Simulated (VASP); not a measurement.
# MgCd3Se4 (I4/mmm) in VASP: further runs, part 2 of 2

VASP 6.6.1.

## Step 3: Single point, PBE

This run uses another cell than the first one, of 23.04 Å³/atom.

The input, INCAR:

```
SYSTEM = MgCd3Se4
PREC = Accurate ; ENCUT = 520
EDIFF = 1E-6 ; ISMEAR = 0
SIGMA = 0.1 ; LREAL = .FALSE.
LASPH = .TRUE. ; NELM = 100
ALGO = Normal ; ISIF = 2
LWAVE = .FALSE. ; LCHARG = .FALSE.
GGA = PE ; NBANDS = 41
```

The input, KPOINTS:

```
Automatic mesh
0
G
  4 4 4
  0 0 0
```

The input, POSCAR:

```
MgCd3Se4
1.0
   -2.8442644485      2.8442644485      5.6958249170
    2.8442644485     -2.8442644485      5.6958249170
    2.8442644485      2.8442644485     -5.6958249170
Mg Cd Se
1 3 4
Direct
    0.0000000000      0.0000000000      0.0000000000
    0.7500000000      0.2500000000      0.5000000000
    0.2500000000      0.7500000000      0.5000000000
    0.5000000000      0.5000000000      0.0000000000
    0.5000000000      0.0000000000      0.5000000000
    0.0000000000      0.5000000000      0.5000000000
    0.2437576084      0.2437576084      0.0000000000
    0.7562423916      0.7562423916      0.0000000000
```

Potentials or basis: VASP PAW PBE potentials, release 64 (Mg, Cd, Se).

Command:

```console
$ cat potpaw_PBE.64/Mg/POTCAR potpaw_PBE.64/Cd/POTCAR potpaw_PBE.64/Se/POTCAR > POTCAR
$ mpirun -np 1 vasp_std > vasp.out
```

OUTCAR:

```text
SYSTEM = MgCd3Se4
   PREC = Accurate
   ENCUT = 520
   EDIFF = 1E-6
   ISMEAR = 0
   LREAL = .FALSE.
   LASPH = .TRUE.
   NELM = 100
   ISIF = 2
   GGA = PE

 ion  position               nearest neighbor table
   1  0.000  0.000  0.000-   7 2.78   8 2.78   5 2.84   6 2.84   6 2.84   5 2.84
   2  0.750  0.250  0.500-   8 2.85   7 2.85   8 2.85   7 2.85   6 2.85   5 2.85
   3  0.250  0.750  0.500-   8 2.85   7 2.85   8 2.85   7 2.85   6 2.85   5 2.85
   4  0.500  0.500  0.000-   5 2.84   6 2.84   5 2.84   6 2.84   7 2.92   8 2.92
   5  0.500  0.000  0.500-   1 2.84   4 2.84   4 2.84   1 2.84   3 2.85   2 2.85
   6  0.000  0.500  0.500-   1 2.84   4 2.84   1 2.84   4 2.84   3 2.85   2 2.85
   7  0.244  0.244  0.000-   1 2.78   3 2.85   2 2.85   2 2.85   3 2.85   4 2.92
[... 774 lines left out ...]
  external PRESSURE =       1.9075332 kB  Pullay stress =       0.0000000 kB

 VOLUME and BASIS-vectors are now :
 -----------------------------------------------------------------------------
  energy-cutoff  :      520.00
  volume of cell :      184.31
      direct lattice vectors                 reciprocal lattice vectors
    -2.844264449  2.844264449  5.695824917     0.000000000  0.175792374  0.087783597
     2.844264449 -2.844264449  5.695824917     0.175792374  0.000000000  0.087783597
     2.844264449  2.844264449 -5.695824917     0.175792374  0.175792374  0.000000000

 POSITION                                       TOTAL-FORCE (eV/Angst)
 -----------------------------------------------------------------------------------
      0.00000      0.00000      0.00000        -0.000000     -0.000000     -0.000000
      0.00000      2.84426      2.84791        -0.000000     -0.000000     -0.000000
      2.84426      0.00000      2.84791        -0.000000     -0.000000     -0.000000
      0.00000      0.00000      5.69582        -0.000000     -0.000000     -0.000000
      0.00000      2.84426      0.00000        -0.000000     -0.000000     -0.000000
      2.84426      0.00000      0.00000        -0.000000     -0.000000     -0.000000
      0.00000      0.00000      2.77680        -0.000000     -0.000000     -0.038288
      0.00000      0.00000      8.61485         0.000000      0.000000      0.038288
 -----------------------------------------------------------------------------------
    total drift:                                0.000000      0.000000     -0.000000

  FREE ENERGIE OF THE ION-ELECTRON SYSTEM (eV)
  ---------------------------------------------------
  free  energy   TOTEN  =       -23.0074940604 eV

  energy  without entropy=      -23.0011250486  energy(sigma->0) =      -23.00430955
```

OSZICAR:

```text
N       E                     dE             d eps       ncg     rms          rms(c)
DAV:   1     0.416688017975E+03    0.41669E+03   -0.28932E+04  1082   0.137E+03
DAV:   2     0.312301288221E+01   -0.41357E+03   -0.39449E+03  1184   0.327E+02
DAV:   3    -0.243812201000E+02   -0.27504E+02   -0.27201E+02  1262   0.812E+01
DAV:   4    -0.246942158067E+02   -0.31300E+00   -0.31269E+00  1210   0.809E+00
DAV:   5    -0.246970185149E+02   -0.28027E-02   -0.28023E-02  1281   0.680E-01    0.100E+01
DAV:   6    -0.231105871451E+02    0.15864E+01   -0.31593E+00  1235   0.126E+01    0.847E+00
DAV:   7    -0.230115480668E+02    0.99039E-01   -0.10372E+00  1222   0.420E+00    0.392E+00
DAV:   8    -0.230090006420E+02    0.25474E-02   -0.86115E-02  1161   0.236E+00    0.494E-01
DAV:   9    -0.230075576090E+02    0.14430E-02   -0.16193E-02  1216   0.110E+00    0.122E-01
DAV:  10    -0.230074367355E+02    0.12087E-03   -0.15355E-03  1209   0.354E-01    0.893E-02
DAV:  11    -0.230075290348E+02   -0.92299E-04   -0.40930E-04  1212   0.103E-01    0.336E-02
DAV:  12    -0.230074932400E+02    0.35795E-04   -0.13314E-04  1184   0.736E-02    0.932E-03
DAV:  13    -0.230074941570E+02   -0.91700E-06   -0.11884E-05  1218   0.159E-02    0.172E-03
DAV:  14    -0.230074940604E+02    0.96637E-07   -0.42150E-07   711   0.553E-03
   1 F= -.23007494E+02 E0= -.23004310E+02  d E =-.636901E-02
```

It took 4.9 min on 1 thread of Intel Xeon 8259CL, shared host; peak memory 0.45 GiB.

What came out:

- Free energy: -23.0075 eV
- Pressure: 0.2 GPa
- Largest force: 0.038 eV/Å
- Band gap on the k mesh: zero (bands 31 and 32 overlap by 0.41 eV)

Forces in eV/Å, atoms in the order of the input:
```
Mg   0.000  0.000  0.000
Cd   0.000  0.000  0.000
Cd   0.000  0.000  0.000
Cd   0.000  0.000  0.000
Se   0.000  0.000  0.000
Se   0.000  0.000  0.000
Se   0.000  0.000 -0.038
Se   0.000  0.000  0.038
```

Levels at points of the mesh, in eV from the Fermi level:
```
           k point  band 29  band 30  band 31  band 32  band 33  band 34
(0.00, 0.00, 0.00)    -0.59    -0.59    -0.58    -0.24     0.53     3.02
(0.50, 0.00, 0.00)    -1.55    -0.74    -0.57     3.00     3.12     3.25
(0.50, 0.50, 0.00)    -0.10    -0.05    -0.02     3.05     3.09     3.81
(0.50, 0.50, 0.50)    -1.43    -1.31    -1.31    -0.43     0.15     2.50
```

Caveat: semilocal functionals underestimate gaps, and a narrow one can read as zero.

## Step 4: Relaxation of cell and atoms, PBE

The input, INCAR:

```
SYSTEM = MgCd3Se4
PREC     = Accurate       ! precision mode
ENCUT    = 600            ! plane-wave cutoff, eV
EDIFF    = 1E-7           ! SCF threshold, eV
ISMEAR   = 0              ! smearing method
SIGMA    = 0.1            ! smearing width, eV
LREAL    = .FALSE.        ! projectors in reciprocal space
LASPH    = .TRUE.         ! aspherical terms in the spheres
NELM     = 80             ! most SCF steps
ALGO     = Normal         ! electronic algorithm
ISIF     = 3              ! what is computed and relaxed
LWAVE    = .FALSE.        ! write WAVECAR
LCHARG   = .FALSE.        ! write CHGCAR
GGA      = PE             ! functional
IBRION   = 2              ! ionic algorithm
NSW      = 90             ! ionic steps
EDIFFG   = -0.04          ! ionic threshold
```

The input, KPOINTS:

```
regular mesh
0
G
  4 4 4
  0 0 0
```

The input, POSCAR:

```
MgCd3Se4
1.0
   -2.9338280100      2.9338280100      5.8676560200
    2.9338280100     -2.9338280100      5.8676560200
    2.9338280100      2.9338280100     -5.8676560200
Mg Cd Se
1 3 4
Direct
    0.0000000000      0.0000000000      0.0000000000
    0.7500000000      0.2500000000      0.5000000000
    0.2500000000      0.7500000000      0.5000000000
    0.5000000000      0.5000000000      0.0000000000
    0.5000000000      0.0000000000      0.5000000000
    0.0000000000      0.5000000000      0.5000000000
    0.2500000000      0.2500000000      0.0000000000
    0.7500000000      0.7500000000      0.0000000000
```

Command:

```console
$ cat potpaw_PBE.64/Mg/POTCAR potpaw_PBE.64/Cd/POTCAR potpaw_PBE.64/Se/POTCAR > POTCAR
$ mpirun -np 1 vasp_std > vasp.out
```

Run time: 24 min. Hardware: 1 thread of Intel Xeon 8259CL, shared host; peak memory 0.6 GiB.

It converged, with:

```yaml
Free_energy: -23.0120 eV
Relaxed_volume: 23.06 Å³/atom
Relaxed_cell: a = 6.979 Å, b = 6.979 Å, c = 6.979 Å, α = 131.91°, β = 131.91°, γ = 70.38°
Space_group_after_relaxing_to_0.1_Å: I4/mmm (No. 139)
Energy_gained_by_relaxing: 34.5 meV/atom
Ionic_steps: 7
Pressure_after_relaxing: 0.1 GPa
Band_gap_on_the_k_mesh: zero (bands 31 and 32 overlap by 0.41 eV)
```

The path:
```csv
step,energy change (eV),largest force (eV/Å),pressure (GPa),volume (Å³)
1,0.0000,0.2007,-4.36,202.02
2,-0.2519,0.2644,0.79,182.60
3,-0.2569,0.2564,0.05,184.77
4,-0.2627,0.2140,0.05,184.72
5,-0.2737,0.0875,0.06,184.59
6,-0.2679,0.1671,0.18,184.32
7,-0.2758,0.0014,0.09,184.50
```

Final structure:
```cif
data_structure
_symmetry_space_group_name_H-M 'P 1'
_symmetry_Int_Tables_number 1
_cell_length_a 6.9788
_cell_length_b 6.9788
_cell_length_c 6.9788
_cell_angle_alpha 131.906
_cell_angle_beta 131.906
_cell_angle_gamma 70.378
_cell_volume 184.50
loop_
_atom_site_label
_atom_site_type_symbol
_atom_site_fract_x
_atom_site_fract_y
_atom_site_fract_z
_atom_site_occupancy
Mg1 Mg 0.00000 0.00000 0.00000 1
Cd1 Cd 0.75000 0.25000 0.50000 1
Cd2 Cd 0.25000 0.75000 0.50000 1
Cd3 Cd 0.50000 0.50000 0.00000 1
Se1 Se 0.50000 0.00000 0.50000 1
Se2 Se 0.00000 0.50000 0.50000 1
Se3 Se 0.24279 0.24279 0.00000 1
Se4 Se 0.75721 0.75721 0.00000 1
```

Levels at points of the mesh, in eV from the Fermi level:
```csv
k point,band 28,band 29,band 30,band 31,band 32,band 33,band 34,band 35
"(0.00, 0.00, 0.00)",-2.08,-0.59,-0.59,-0.57,-0.24,0.51,3.00,3.41
"(0.50, 0.00, 0.00)",-1.57,-1.56,-0.74,-0.58,2.98,3.10,3.26,3.86
"(0.50, 0.50, 0.00)",-0.15,-0.10,-0.05,-0.02,3.05,3.10,3.81,3.85
"(0.50, 0.50, 0.50)",-1.43,-1.43,-1.31,-1.31,-0.43,0.13,2.48,2.95
```

Caveat: semilocal functionals underestimate gaps, and a narrow one can read as zero.

## Step 5: Overview

| task | cell | cutoff (eV) | gap on the mesh (eV) | pressure (GPa) | largest force (eV/Å) |
| --- | --- | --- | --- | --- | --- |
| single point | a = 7.186 Å, angles 131.8, 131.8, 70.5°, 8 atoms, atomic positions A | 520 | none | -4.3 | 0.20 |
| single point | a = 6.973 Å, angles 131.9, 131.9, 70.5°, 8 atoms, atomic positions B | 520 | none | 0.2 | 0.04 |
| relaxation of cell and atoms | relaxed from a = 7.186 Å, angles 131.8, 131.8, 70.5°, 8 atoms, atomic positions A | 600 | none | 0.1 | - |

Alike in all rows: level PBE; potentials or basis VASP PAW PBE potentials, release 64 (Mg, Cd, Se); no spin polarisation; k mesh 4 × 4 × 4; smearing gaussian 0.1 eV.

Caveats: semilocal functionals underestimate gaps, and a narrow one can read as zero; the cell stands under tension (at least some runs).

Absolute energies hang on the potentials; compare differences alone.
